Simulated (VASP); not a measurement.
# Zn35O36 (a cell with a defect) in VASP: notebook

Zn35O36 (a cell with a defect) is run at these levels: PBE; tasks: single point.

All numbers are computed with VASP 6.6.1; they aren't measurements. Logs are shortened: lines on timing, memory, paths and dates and some standing lists are left out, and cuts for length are marked.

### Step 1. The cell of the first run

The cell holds a defect, 71 atoms: a = 9.838 Å, b = 9.838 Å, c = 10.588 Å, α = 90.00°, β = 90.00°, γ = 120.00°.

### Step 2. Single point, PBE

INCAR reads:

```
SYSTEM = Zn35O36
PREC = Accurate
ENCUT = 520
EDIFF = 1E-7
ISMEAR = 0
SIGMA = 0.02
LREAL = Auto
LASPH = .TRUE.
NELM = 100
ALGO = Normal
ISIF = 2
LWAVE = .FALSE.
LCHARG = .FALSE.
GGA = PE
NBANDS = 359
NELECT = 638.0
```

KPOINTS reads:

```
Automatic mesh
0
G
  1 1 1
  0 0 0
```

POSCAR reads:

```
Zn35O36
1.0
    9.8384282164      0.0000000000      0.0000000000
   -4.9192141082      8.5203287687      0.0000000000
    0.0000000000      0.0000000000     10.5875275224
Zn O
35 36
Direct
    0.1108441218      0.2224891846      0.7444604969
    0.1146117709      0.5447725230      0.2526042076
    0.1100728948      0.5576897475      0.7505296192
    0.1077249338      0.8692819492      0.2428465942
    0.1107419122      0.8921744931      0.7513087435
    0.4640514799      0.2256084304      0.2428465942
    0.4411588632      0.2225914107      0.7513087435
    0.4432429969      0.5522844397      0.2505449922
    0.4430944326      0.5561875755      0.7509120504
    0.4468425154      0.8864907922      0.2507954756
    0.4423824420      0.8909508314      0.7469064882
    0.7885606996      0.2187214896      0.2526042076
    0.7756436408      0.2232605163      0.7505296192
    0.7792979455      0.5540354285      0.2543346399
    0.7769274618      0.5564057595      0.7476139243
    0.7810488218      0.8900903012      0.2505449922
    0.7771457518      0.8902388870      0.7509120504
    0.1729243673      0.1604089510      0.3371454754
    0.2204061995      0.1129270978      0.9969559916
    0.2218815109      0.4515362147      0.5018704309
    0.2206763118      0.4399137758      1.0082137664
    0.2164024392      0.7901328907      0.4967216367
    0.2235933208      0.7747296119      0.9991867296
    0.5432005176      0.1169309339      0.4967216367
    0.5586037226      0.1097400142      0.9991867296
    0.5483575624      0.4397870202      0.4988108875
    0.5570899470      0.4462583667      0.9988047708
    0.5529692926      0.7803640189      0.5001136468
    0.5561262433      0.7772070984      1.0020289418
    0.8817971823      0.1114518026      0.5018704309
    0.8934195480      0.1126570378      1.0082137664
    0.8872000063      0.4461333715      0.4984986333
    0.8896844122      0.4436489603      1.0022755528
    0.8935463978      0.7849758127      0.4988108875
    0.8870749787      0.7762434032      0.9988047708
    0.2339097327      0.0994236282      0.1901275813
    0.2217612423      0.1115721031      0.7198818595
    0.2297874038      0.4474842584      0.1908793149
    0.2222907699      0.4494134093      0.6919612709
    0.2267648881      0.7692470770      0.1868152877
    0.2197723713      0.7791721634      0.6877069254
    0.5640862308      0.1065684230      0.1868152877
    0.5541612079      0.1135608761      0.6877069254
    0.5611693234      0.4480437438      0.1866913683
    0.5546875499      0.4455599195      0.6894545478
    0.5575573019      0.7757760504      0.1900805448
    0.5542620282      0.7790712284      0.6897145707
    0.8858491188      0.1035460044      0.1908793149
    0.8839199584      0.1110425461      0.6919612709
    0.8901415628      0.4431917010      0.1913865155
    0.8880569283      0.4452764797      0.6888313617
    0.8852895776      0.7721639832      0.1866913683
    0.8877734422      0.7786457753      0.6894545478
    0.1029468995      0.2303865324      0.4646802560
    0.1097582415      0.2235750582      0.9394798719
    0.1101640625      0.5620603535      0.4412539179
    0.1105442522      0.5533659707      0.9390528600
    0.1023256598      0.8869538025      0.4263537441
    0.1103639234      0.8852299254      0.9453182510
    0.4463795356      0.2310076352      0.4263537441
    0.4481034324      0.2229694477      0.9453182510
    0.4439857159      0.5593099902      0.4408774372
    0.4448073467      0.5557959239      0.9391593060
    0.4417537709      0.8915795630      0.4402039088
    0.4454097959      0.8879236008      0.9364857828
    0.7712729629      0.2231693226      0.4412539179
    0.7799674373      0.2227891730      0.9390528600
    0.7753912931      0.5579420852      0.4423502078
    0.7790111585      0.5543221545      0.9370941402
    0.7740233630      0.8893476068      0.4408774372
    0.7775374963      0.8885260423      0.9391593060
```

Potentials or basis: VASP PAW PBE potentials, release 64 (Zn, O).

Run with:

```console
$ cat potpaw_PBE.64/Zn/POTCAR potpaw_PBE.64/O/POTCAR > POTCAR
$ mpirun -np 1 vasp_gam > vasp.out
```

OUTCAR:

```text
SYSTEM = Zn35O36
   PREC = Accurate
   ENCUT = 520
   EDIFF = 1E-7
   ISMEAR = 0
   LREAL = Auto
   LASPH = .TRUE.
   NELM = 100
   ISIF = 2
   GGA = PE
   NELECT = 638.0

 ion  position               nearest neighbor table
   1  0.111  0.222  0.744-  37 1.91  49 2.01  39 2.01  55 2.06
   2  0.115  0.545  0.253-  38 1.93  56 2.01  50 2.02  40 2.04
   3  0.110  0.558  0.751-  39 1.98  57 2.00  41 2.00  51 2.00
   4  0.108  0.869  0.243-  58 1.95  40 1.96  52 1.99  36 2.04  18 2.79
   5  0.111  0.892  0.751-  37 1.90  41 2.01  53 2.01  59 2.06
   6  0.464  0.226  0.243-  60 1.95  42 1.96  44 1.99  36 2.04  18 2.79
   7  0.441  0.223  0.751-  37 1.90  43 2.01  45 2.01  61 2.06
   8  0.443  0.552  0.251-  38 1.93  46 2.01  44 2.01  62 2.02
   9  0.443  0.556  0.751-  39 1.98  63 1.99  45 2.00  47 2.01
  10  0.447  0.886  0.251-  46 1.99  40 1.99  42 1.99  64 2.01
  11  0.442  0.891  0.747-  43 2.00  41 2.00  47 2.00  65 2.01
  12  0.789  0.219  0.253-  48 1.93  66 2.01  50 2.02  42 2.04
[... 45 lines left out ...]
  58  0.102  0.887  0.426-  34 1.94  22 1.95   4 1.95
  59  0.110  0.885  0.945-  35 1.99  23 1.99  19 2.02   5 2.06
  60  0.446  0.231  0.426-  26 1.94  24 1.95   6 1.95
  61  0.448  0.223  0.945-  27 1.99  25 1.99  19 2.02   7 2.06
  62  0.444  0.559  0.441-  28 1.99  20 2.00  26 2.01   8 2.02
  63  0.445  0.556  0.939-  27 1.99   9 1.99  29 2.00  21 2.05
  64  0.442  0.892  0.440-  28 2.00  10 2.01  22 2.01  24 2.01
  65  0.445  0.888  0.936-  25 2.00  23 2.00  11 2.01  29 2.01
  66  0.771  0.223  0.441-  32 1.99  30 2.00  12 2.01  24 2.03
  67  0.780  0.223  0.939-  25 1.99  13 2.00  33 2.00  31 2.04
  68  0.775  0.558  0.442-  14 1.99  32 2.00  34 2.03  26 2.03
  69  0.779  0.554  0.937-  27 2.00  35 2.00  15 2.01  33 2.01
  70  0.774  0.889  0.441-  28 1.99  30 2.00  34 2.01  16 2.02
  71  0.778  0.889  0.939-  35 1.99  17 1.99  29 2.00  31 2.05

  LATTYP: Found a hexagonal cell.
 ALAT       =     9.8384282164
 C/A-ratio  =     1.0761401404

  Lattice vectors:

 A1 = (   9.8384282164,   0.0000000000,   0.0000000000)
 A2 = (  -4.9192141082,   8.5203287687,   0.0000000000)
 A3 = (   0.0000000000,   0.0000000000,  10.5875275224)

Analysis of symmetry for initial positions (statically):
=====================================================================
 Subroutine PRICEL returns:
 Original cell was already a primitive cell.

 Routine SETGRP: Setting up the symmetry group for a
 hexagonal supercell.

 Subroutine GETGRP returns: Found  2 space group operations
 (whereof  1 operations were pure point group operations)
 out of a pool of 24 trial point group operations.

The static configuration has the point symmetry C_1 .
 The point group associated with its full space group is C_1h.

Analysis of symmetry for dynamics (positions and initial velocities):
=====================================================================
 Subroutine PRICEL returns:
 Original cell was already a primitive cell.

 Routine SETGRP: Setting up the symmetry group for a
 hexagonal supercell.

 Subroutine GETGRP returns: Found  2 space group operations
 (whereof  1 operations were pure point group operations)
 out of a pool of 24 trial point group operations.

The dynamic configuration has the point symmetry C_1 .
 The point group associated with its full space group is C_1h.

 Subroutine INISYM returns: Found  2 space group operations
 (whereof  1 operations are pure point group operations),
 and found     1 'primitive' translations

----------------------------------------------------------------------------------------

                                     Primitive cell

  volume of cell :     887.5169

  direct lattice vectors                    reciprocal lattice vectors
[... 161 lines left out ...]

 Generating k-lattice:

  Cartesian coordinates                     Fractional coordinates (reciprocal lattice)
     0.101642252  0.058683182  0.000000000     1.000000000 -0.000000000  0.000000000
     0.000000000  0.117366363  0.000000000     0.000000000  1.000000000  0.000000000
     0.000000000  0.000000000  0.094450758     0.000000000  0.000000000  1.000000000

  Length of vectors
     0.117366363  0.117366363  0.094450758

  Shift w.r.t. Gamma in fractional coordinates (k-lattice)
     0.000000000  0.000000000  0.000000000

 Subroutine IBZKPT returns following result:
 ===========================================

 Found      1 irreducible k-points:

 Following reciprocal coordinates:
            Coordinates               Weight
  0.000000  0.000000  0.000000      1.000000
   k-points           NKPTS =      1   k-points in BZ     NKDIM =      1   number of bands    NBANDS=    359
   number of dos      NEDOS =    301   number of ions     NIONS =     71
   total plane-waves  NPLWV = 512000
   dimension x,y,z NGX =    80 NGY =   80 NGZ =   80
   dimension x,y,z NGXF=   160 NGYF=  160 NGZF=  160
   ions per type =              35  36
   NGX,Y,Z   is equivalent  to a cutoff of  13.52, 13.52, 12.56 a.u.
   NGXF,Y,Z  is equivalent  to a cutoff of  27.04, 27.04, 25.12 a.u.
 SYSTEM =  Zn35O36
   PREC   = accura    normal or accurate (medium, high low for compatibility)
   ISTART =      0    job   : 0-new  1-cont  2-samecut
   ICHARG =      2    charge: 1-file 2-atom 10-const
   ISPIN  =      1    spin polarized calculation?
   LNONCOLLINEAR =      F non collinear calculations
   LSORBIT =      F    spin-orbit coupling
   LASPH  =      T    aspherical Exc in radial PAW
   ENCUT  =  520.0 eV  38.22 Ry    6.18 a.u.  18.29 18.29 19.69*2*pi/ulx,y,z
   NELM   =    100;   NELMIN=  2; NELMDL= -5     # of ELM steps
   EDIFF  = 0.1E-06   stopping-criterion for ELM
   LREAL  =      T    real-space projection
   EDIFFG = 0.1E-05   stopping-criterion for IOM
   NSW    =      0    number of steps for IOM
   IBRION =     -1    ionic relax: 0-MD 1-quasi-New 2-CG
   NFREE  =      0    steps in history (QN), initial steepest desc. (CG)
   ISIF   =      2    stress and relaxation
   ISYM   =      2    0-nonsym 1-usesym 2-fastsym
   POTIM  = 0.5000    time-step for ionic-motion
   TEBEG  =    0.0;   TEEND  =   0.0 temperature during run
   PSTRESS=    0.0 pullay stress
   NELECT =     638.0000    total number of electrons
   NUPDOWN=      -1.0000    fix difference up-down
   EMIN   =  10.00;   EMAX   =-10.00  energy-range for DOS
   EFERMI =   0.00;   METHOD = LEGACY
   ISMEAR =     0;   SIGMA  =   0.02  broadening in eV -4-tet -1-fermi 0-gaus
   EFERMI_NEDOS =   21; number of points for ismear=-14 and -15
   IALGO  =     38    algorithm
   IMIX   =      4    mixing-type and parameters
     AMIX     =   0.40;   BMIX     =  1.00
     AMIX_MAG =   1.60;   BMIX_MAG =  1.00
  volume/ion in A,a.u.               =      12.50        84.36
  Fermi-wavevector in a.u.,A,eV,Ry     =   1.466525  2.771331 29.261996  2.150696
  Thomas-Fermi vector in A             =   2.582252
   LORBIT       =      0    0 simple, 1 ext, 2 COOP (PROOUT), +10 PAW based schemes
   GGA     = PE    functional components
   LHFCALC =     F    Hartree Fock is set to
   AEXX    =    0.0000 exact exchange contribution
   IVDW    =     0    specifies the selected vdW correction
   LEPSILON=     F    determine dielectric tensor
   LRPA    =     F    only Hartree local field effects (RPA)
 non-spin polarized calculation
 Gauss-broadening in eV      SIGMA  =   0.02
  energy-cutoff  :      520.00
  volume of cell :      887.52
 maximum number of plane-waves:     11978
 NGX is ok and might be reduce to    80
   NGX = 37   NGY = 37   NGZ = 39

 number of electron     638.0000050 magnetization

 Free energy of the ion-electron system (eV)
  ---------------------------------------------------
  ext. energy  EPLUGINS =         0.00000000
  ---------------------------------------------------
  free energy    TOTEN  =      -310.52274335 eV

  energy without entropy =     -310.52274335  energy(sigma->0) =     -310.52274335

 E-fermi :   1.0616     XC(G=0): -10.6311

 val. band max:        0.9150608424   @ k =   0.0000   0.0000   0.0000
 cond. band min:       1.6303494177   @ k =   0.0000   0.0000   0.0000
 fundamental gap:      0.7152885753
 Fermi energy:         1.0615639806

 k-point     1 :       0.0000    0.0000    0.0000
  band No.  band energies     occupation
      1     -17.0367      2.00000
      2     -16.7542      2.00000
      3     -16.6892      2.00000
      4     -16.6650      2.00000
      5     -16.6361      2.00000
      6     -16.5993      2.00000
[... 323 lines left out ...]
    330       5.8692      0.00000
    331       5.8762      0.00000
 [bands above 331 left out]

------------------------ aborting loop because EDIFF is reached ----------------------------------------

  FORCE on cell =-STRESS in cart. coord.  units (eV):
  Direction    XX          YY          ZZ          XY          YZ          ZX
  --------------------------------------------------------------------------------------
  -------------------------------------------------------------------------------------
  Total       23.5917019     24.3944242     16.6706713      0.6951779      1.7507150     -3.0323301
  in kB       42.5885866     44.0376898     30.0944939      1.2549602      3.1604536     -5.4740710
  external PRESSURE =      38.9069234 kB  Pullay stress =       0.0000000 kB

 VOLUME and BASIS-vectors are now :
 -----------------------------------------------------------------------------
  energy-cutoff  :      520.00
  volume of cell :      887.52
      direct lattice vectors                 reciprocal lattice vectors
     9.838428216  0.000000000  0.000000000     0.101642252  0.058683182  0.000000000
    -4.919214108  8.520328769  0.000000000     0.000000000  0.117366363  0.000000000
     0.000000000  0.000000000 10.587527522     0.000000000  0.000000000  0.094450758

 POSITION                                       TOTAL-FORCE (eV/Angst)
 -----------------------------------------------------------------------------------
     -0.00394      1.89568      7.88200        -0.033172      0.019152     -0.018274
     -1.55225      4.64164      2.67445        -0.013245     -0.003356     -0.002564
     -1.66045      4.75170      7.94625        -0.006224      0.001336      0.006350
     -3.21634      7.40657      2.57114         0.002989     -0.007015     -0.028526
     -3.29927      7.60162      7.95450        -0.001570     -0.033331      0.004587
      3.45572      1.92226      2.57114         0.007570      0.000919     -0.028526
[... 63 lines left out ...]
      3.24028      7.57753      4.66780         0.007674      0.001633      0.004149
      3.27890      7.57053      9.94338        -0.004292      0.009507      0.001346
 -----------------------------------------------------------------------------------
    total drift:                                0.013361     -0.008474     -0.005071

  FREE ENERGIE OF THE ION-ELECTRON SYSTEM (eV)
  ---------------------------------------------------
  free  energy   TOTEN  =      -310.5227433456 eV

  energy  without entropy=     -310.5227433456  energy(sigma->0) =     -310.52274335
```

Run time: 21 min. Hardware: 1 thread of Intel Xeon Platinum 8259CL at 2.50GHz (Skylake/Cascade Lake), shared host; peak memory 0.98 GiB.

What came out:

- Free energy: -310.5227 eV
- Largest force: 0.122 eV/Å

Forces in eV/Å, atoms in the order of the input:
```
Zn  -0.033  0.019 -0.018
Zn  -0.013 -0.003 -0.003
Zn  -0.006  0.001  0.006
Zn   0.003 -0.007 -0.029
Zn  -0.002 -0.033  0.005
Zn   0.008  0.001 -0.029
Zn   0.028  0.018  0.005
Zn   0.023  0.006  0.001
Zn  -0.001 -0.001  0.001
Zn  -0.002  0.001  0.001
Zn  -0.003  0.002  0.003
Zn  -0.004  0.013 -0.003
Zn  -0.004  0.005  0.006
Zn   0.011 -0.006  0.000
Zn   0.000  0.000  0.005
Zn   0.007 -0.023  0.001
Zn   0.001  0.002  0.001
Zn   0.034 -0.020 -0.038
Zn  -0.006  0.004  0.005
Zn   0.018  0.048 -0.008
Zn  -0.002  0.001 -0.012
Zn   0.013 -0.007  0.016
Zn   0.001  0.004 -0.007
Zn   0.013 -0.007  0.016
Zn  -0.003 -0.003 -0.007
Zn   0.003  0.022  0.020
Zn  -0.003  0.004 -0.005
Zn  -0.008  0.005  0.009
Zn  -0.004  0.002 -0.007
Zn  -0.033 -0.040 -0.008
Zn  -0.002  0.001 -0.012
Zn   0.007 -0.004  0.006
Zn  -0.003  0.001  0.000
Zn  -0.018 -0.014  0.020
Zn  -0.005  0.000 -0.005
O    0.027 -0.016 -0.076
O   -0.006  0.003 -0.036
O    0.004 -0.064  0.023
O    0.003 -0.008  0.000
O    0.011 -0.015  0.005
O   -0.001 -0.003 -0.010
O    0.018 -0.002  0.005
O    0.002  0.003 -0.010
O   -0.008  0.004  0.007
O    0.004 -0.002 -0.007
O    0.014 -0.008  0.011
O    0.002 -0.001 -0.003
O    0.058  0.028  0.023
O    0.009  0.001  0.000
O   -0.006  0.003  0.016
O    0.001 -0.001 -0.006
O   -0.007  0.005  0.007
O    0.004 -0.002 -0.007
O   -0.057  0.033  0.103
O   -0.012  0.007 -0.029
O   -0.005  0.014  0.008
O    0.009 -0.007 -0.002
O   -0.009  0.076  0.006
O    0.006 -0.005 -0.003
O   -0.070 -0.030  0.006
O    0.007 -0.003 -0.003
O    0.002 -0.007  0.004
O   -0.010 -0.001  0.001
O   -0.001  0.000  0.009
O    0.004 -0.002 -0.003
O   -0.014 -0.002  0.008
O    0.011 -0.004 -0.002
O   -0.017  0.010  0.017
O    0.006 -0.003 -0.007
O    0.008  0.002  0.004
O   -0.004  0.010  0.001
```

Caveat: the k points lie up to 0.74 Å⁻¹ apart; the cell carries a net charge on a neutralising background, which shifts energy and pressure; the cell is charged against a uniform background, so pressure and absolute levels hang on convention.

[end of part 1 of 2]
